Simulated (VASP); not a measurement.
# PbSe (Fm-3m) in VASP: single point with HSE06

Aim: the single point of PbSe with HSE06.

Everything below comes from runs of VASP 6.6.1. Logs are shortened: lines on timing, memory, paths and dates and some standing lists are left out, and cuts for length are marked.

## Step 1: The cell of the first run

Symmetry: Fm-3m, No. 225, cubic system. Conventional cell: a = 6.103 Å, b = 6.103 Å, c = 6.103 Å, α = 90.00°, β = 90.00°, γ = 90.00°. Within 4.0 Å of Pb (site symmetry m-3m) lie 6 Se at 3.05 Å. Se (site symmetry m-3m) has 6 Pb at 3.05 Å within 4.0 Å.

## Step 2: Single point, HSE06, non-collinear spin, zero start, spin-orbit coupling

POSCAR reads:

```
PbSe
1.0
    0.0000000000      3.0515521247      3.0515521247
    3.0515521247      0.0000000000      3.0515521247
    3.0515521247      3.0515521247      0.0000000000
Pb Se
1 1
Direct
    0.0000000000      0.0000000000      0.0000000000
    0.5000000000      0.5000000000      0.5000000000
```

INCAR.step1 reads:

```
SYSTEM = PbSe
ALGO = Normal
EDIFF = 1E-5
ENCUT = 520
GGA = PE
GGA_COMPAT = .False.
ISIF = 2
ISMEAR = 0
LASPH = .True.
LORBIT = 11
LORBMOM = .True.
LREAL = .False.
LSORBIT = .True.
LWAVE = .True.
MAGMOM = 0 0 0 0 0 0
NBANDS = 32
NELM = 150
PREC = Accurate
SIGMA = 0.01
```

INCAR.step2 reads:

```
SYSTEM = PbSe
ALGO = Normal
EDIFF = 1E-6
ENCUT = 520
GGA = PE
GGA_COMPAT = .False.
HFSCREEN = 0.2079
ISIF = 2
ISMEAR = 0
ISTART = 1
LASPH = .True.
LCHARG = .True.
LHFCALC = .True.
LORBIT = 11
LORBMOM = .True.
LREAL = .False.
LSORBIT = .True.
LVHAR = .True.
LWAVE = .False.
MAGMOM = 0 0 0 0 0 0
NBANDS = 32
NELM = 150
PREC = Accurate
PRECFOCK = Normal
SIGMA = 0.01
```

KPOINTS reads:

```
k-points
0
Gamma
  4 4 4
  0 0 0
```

Potentials or basis: VASP PAW PBE potentials, release 64 (Pb_d, Se).

On the command line:

```
$ cat potpaw_PBE.64/Pb_d/POTCAR potpaw_PBE.64/Se/POTCAR > POTCAR
$ cp INCAR.step1 INCAR
$ mpirun -np 1 vasp_ncl > vasp.out
$ cp INCAR.step2 INCAR
$ mpirun -np 1 vasp_ncl > vasp.out
```

OUTCAR:

```text
SYSTEM = PbSe
   EDIFF = 1E-6
   ENCUT = 520
   GGA = PE
   HFSCREEN = 0.2079
   ISIF = 2
   ISMEAR = 0
   ISTART = 1
   LASPH = .True.
   LHFCALC = .True.
   LORBIT = 11
   LREAL = .False.
   LSORBIT = .True.
   NELM = 150
   PREC = Accurate
   PRECFOCK = Normal

 ion  position               nearest neighbor table
   1  0.000  0.000  0.000-   2 3.05   2 3.05   2 3.05   2 3.05   2 3.05   2 3.05
   2  0.500  0.500  0.500-   1 3.05   1 3.05   1 3.05   1 3.05   1 3.05   1 3.05

  LATTYP: Found a face centered cubic cell.
 ALAT       =     6.1031042494

  Lattice vectors:

 A1 = (   0.0000000000,   3.0515521247,   3.0515521247)
 A2 = (   3.0515521247,   0.0000000000,   3.0515521247)
 A3 = (   3.0515521247,   3.0515521247,   0.0000000000)

Analysis of symmetry for initial positions (statically):
=====================================================================
 Subroutine PRICEL returns:
 Original cell was already a primitive cell.

 Routine SETGRP: Setting up the symmetry group for a
 face centered cubic supercell.

 Subroutine GETGRP returns: Found 48 space group operations
 (whereof 48 operations were pure point group operations)
 out of a pool of 48 trial point group operations.

The static configuration has the point symmetry O_h .

Analysis of symmetry for dynamics (positions and initial velocities):
=====================================================================
 Subroutine PRICEL returns:
 Original cell was already a primitive cell.

 Routine SETGRP: Setting up the symmetry group for a
 face centered cubic supercell.

 Subroutine GETGRP returns: Found 48 space group operations
 (whereof 48 operations were pure point group operations)
 out of a pool of 48 trial point group operations.

The dynamic configuration has the point symmetry O_h .

Analysis of structural, dynamic, and magnetic symmetry:
=====================================================================
 Subroutine PRICEL returns:
 Original cell was already a primitive cell.

 Routine SETGRP: Setting up the symmetry group for a
 face centered cubic supercell.

 Subroutine GETGRP returns: Found 48 space group operations
 (whereof 48 operations were pure point group operations)
 out of a pool of 48 trial point group operations.

The overall configuration has the point symmetry O_h .

 Subroutine INISYM returns: Found 48 space group operations
 (whereof 48 operations are pure point group operations),
 and found     1 'primitive' translations

----------------------------------------------------------------------------------------

                                     Primitive cell

  volume of cell :      56.8319

  direct lattice vectors                    reciprocal lattice vectors
     0.000000000  3.051552125  3.051552125    -0.163851044  0.163851044  0.163851044
     3.051552125  0.000000000  3.051552125     0.163851044 -0.163851044  0.163851044
     3.051552125  3.051552125  0.000000000     0.163851044  0.163851044 -0.163851044

  length of vectors
     4.315546401  4.315546401  4.315546401     0.283798332  0.283798332  0.283798332

  position of ions in fractional coordinates (direct lattice)
     0.000000000  0.000000000  0.000000000
     0.500000000  0.500000000  0.500000000

  ion indices of the primitive-cell ions
   primitive index   ion index
                 1           1
                 2           2

----------------------------------------------------------------------------------------

 KPOINTS: k-points

Automatic generation of k-mesh.
 Grid dimensions read from file:
 generate k-points for:    4    4    4

 Generating k-lattice:

  Cartesian coordinates                     Fractional coordinates (reciprocal lattice)
    -0.040962761  0.040962761  0.040962761     0.250000000  0.000000000  0.000000000
[... 88 lines left out ...]

 number of electron      20.0000003 magnetization       0.0000000      0.0000000      0.0000000

 number of electron      20.0000003 magnetization      -0.0000000      0.0000000      0.0000000

 number of electron      20.0000003 magnetization       0.0000000     -0.0000000     -0.0000000

 Free energy of the ion-electron system (eV)
  ---------------------------------------------------
  ext. energy  EPLUGINS =         0.00000000
  ---------------------------------------------------
  free energy    TOTEN  =       -10.08868337 eV

  energy without entropy =      -10.08868337  energy(sigma->0) =      -10.08868337

 E-fermi :   4.9651     XC(G=0):  -7.9624

 val. band max:        4.9154120292   @ k =   0.5000   0.0000   0.0000
 cond. band min:       5.1764228741   @ k =   0.5000   0.0000   0.0000
 fundamental gap:      0.2610108449
 Fermi energy:         4.9651167915

 k-point     1 :       0.0000    0.0000    0.0000
  band No.  band energies     occupation
      1     -15.3077      1.00000
      2     -15.3077      1.00000
      3     -15.3077      1.00000
      4     -15.3077      1.00000
      5     -12.6285      1.00000
      6     -12.6285      1.00000
[... 269 lines left out ...]
     31      17.6894      0.00000
     32      17.6894      0.00000

------------------------ aborting loop because EDIFF is reached ----------------------------------------

  FORCE on cell =-STRESS in cart. coord.  units (eV):
  Direction    XX          YY          ZZ          XY          YZ          ZX
  --------------------------------------------------------------------------------------
  -------------------------------------------------------------------------------------
  Total        0.5546967      0.5546967      0.5546967     -0.0000000     -0.0000000      0.0000000
  in kB       15.6377322     15.6377322     15.6377322     -0.0000000     -0.0000000      0.0000000
  external PRESSURE =      15.6377322 kB  Pullay stress =       0.0000000 kB

 VOLUME and BASIS-vectors are now :
 -----------------------------------------------------------------------------
  energy-cutoff  :      520.00
  volume of cell :       56.83
      direct lattice vectors                 reciprocal lattice vectors
     0.000000000  3.051552125  3.051552125    -0.163851044  0.163851044  0.163851044
     3.051552125  0.000000000  3.051552125     0.163851044 -0.163851044  0.163851044
     3.051552125  3.051552125  0.000000000     0.163851044  0.163851044 -0.163851044

 POSITION                                       TOTAL-FORCE (eV/Angst)
 -----------------------------------------------------------------------------------
      0.00000      0.00000      0.00000         0.000000      0.000000      0.000000
      3.05155      3.05155      3.05155        -0.000000      0.000000     -0.000000
 -----------------------------------------------------------------------------------
    total drift:                                0.000001      0.000003      0.000002

  FREE ENERGIE OF THE ION-ELECTRON SYSTEM (eV)
  ---------------------------------------------------
  free  energy   TOTEN  =       -10.0886833739 eV

  energy  without entropy=      -10.0886833739  energy(sigma->0) =      -10.08868337

 orbital moment (x)

 # of ion     p       d       tot
 ----------------------------------------
  1         0.000   0.000   0.000
  2        -0.000   0.000  -0.000
 ----------------------------------------
           -0.000   0.000   0.000

 orbital moment (y)

 # of ion     p       d       tot
 ----------------------------------------
  1         0.000  -0.000   0.000
  2        -0.000   0.000  -0.000
 ----------------------------------------
           -0.000   0.000  -0.000

 orbital moment (z)

 # of ion     p       d       tot
 ----------------------------------------
  1         0.000   0.000   0.000
  2        -0.000   0.000  -0.000
 ----------------------------------------
           -0.000   0.000  -0.000

 Spin-Orbit-Coupling matrix elements

 Ion:    1  E_soc:     -0.7292607
 l=   1
     0.0000000    -0.0565367    -0.0565367
    -0.0565367     0.0000000    -0.0565367
    -0.0565367    -0.0565367     0.0000000
 l=   2
     0.0000000    -0.0130349     0.0000000    -0.0130349    -0.0519718
    -0.0130349     0.0000000    -0.0389789    -0.0130350    -0.0129929
     0.0000000    -0.0389789     0.0000000    -0.0389789     0.0000000
    -0.0130349    -0.0130350    -0.0389789     0.0000000    -0.0129929
    -0.0519718    -0.0129929     0.0000000    -0.0129929     0.0000000
 l=   3
     0.0000000     0.0000000     0.0000000     0.0000000     0.0000000     0.0000000     0.0000000
     0.0000000     0.0000000     0.0000000     0.0000000     0.0000000     0.0000000     0.0000000
     0.0000000     0.0000000     0.0000000     0.0000000     0.0000000     0.0000000     0.0000000
     0.0000000     0.0000000     0.0000000     0.0000000     0.0000000     0.0000000     0.0000000
     0.0000000     0.0000000     0.0000000     0.0000000     0.0000000     0.0000000     0.0000000
     0.0000000     0.0000000     0.0000000     0.0000000     0.0000000     0.0000000     0.0000000
     0.0000000     0.0000000     0.0000000     0.0000000     0.0000000     0.0000000     0.0000000

 Ion:    2  E_soc:     -0.0423032
 l=   1
     0.0000000    -0.0070590    -0.0070590
    -0.0070590     0.0000000    -0.0070590
    -0.0070590    -0.0070590     0.0000000
 l=   2
     0.0000000    -0.0000011     0.0000000    -0.0000011     0.0000096
    -0.0000011     0.0000000     0.0000072    -0.0000011     0.0000024
     0.0000000     0.0000072     0.0000000     0.0000072     0.0000000
    -0.0000011    -0.0000011     0.0000072     0.0000000     0.0000024
     0.0000096     0.0000024     0.0000000     0.0000024     0.0000000
 l=   3
     0.0000000     0.0000000     0.0000000     0.0000000     0.0000000     0.0000000     0.0000000
     0.0000000     0.0000000     0.0000000     0.0000000     0.0000000     0.0000000     0.0000000
     0.0000000     0.0000000     0.0000000     0.0000000     0.0000000     0.0000000     0.0000000
     0.0000000     0.0000000     0.0000000     0.0000000     0.0000000     0.0000000     0.0000000
     0.0000000     0.0000000     0.0000000     0.0000000     0.0000000     0.0000000     0.0000000
     0.0000000     0.0000000     0.0000000     0.0000000     0.0000000     0.0000000     0.0000000
     0.0000000     0.0000000     0.0000000     0.0000000     0.0000000     0.0000000     0.0000000

 total charge

# of ion       s       p       d       tot
------------------------------------------
    1        1.508   0.516   9.849  11.873
    2        1.478   2.382   0.017   3.876
--------------------------------------------------
tot          2.985   2.898   9.866  15.749

 magnetization (x)

# of ion       s       p       d       tot
------------------------------------------
    1       -0.000   0.000   0.000  -0.000
    2        0.000   0.000   0.000   0.000
--------------------------------------------------
tot         -0.000   0.000   0.000  -0.000

 magnetization (y)

# of ion       s       p       d       tot
------------------------------------------
    1        0.000   0.000  -0.000  -0.000
    2       -0.000   0.000   0.000  -0.000
--------------------------------------------------
tot         -0.000   0.000  -0.000  -0.000

 magnetization (z)

# of ion       s       p       d       tot
------------------------------------------
    1       -0.000   0.000   0.000  -0.000
    2        0.000   0.000   0.000   0.000
--------------------------------------------------
tot         -0.000   0.000   0.000  -0.000
```

Run time: 1.7 h. Hardware: 1 thread of Oxide Virtual Turin-like, shared host; peak memory 0.42 GiB.

Results:

```
Free energy                                           : -10.0887 eV
Pressure                                              : 1.6 GPa
Net moment                                            : 0.00 μB per cell
Valence electrons inside the program's atomic spheres : Pb 11.87; Se 3.88
```

Moments on the atoms (μB; x, y, z):
```
Pb  0.00 0.00 0.00
Se  0.00 0.00 0.00
```

Caveat: the k points lie up to 0.45 Å⁻¹ apart; the PAW data sets were made with another functional, which shifts forces and pressure a little.
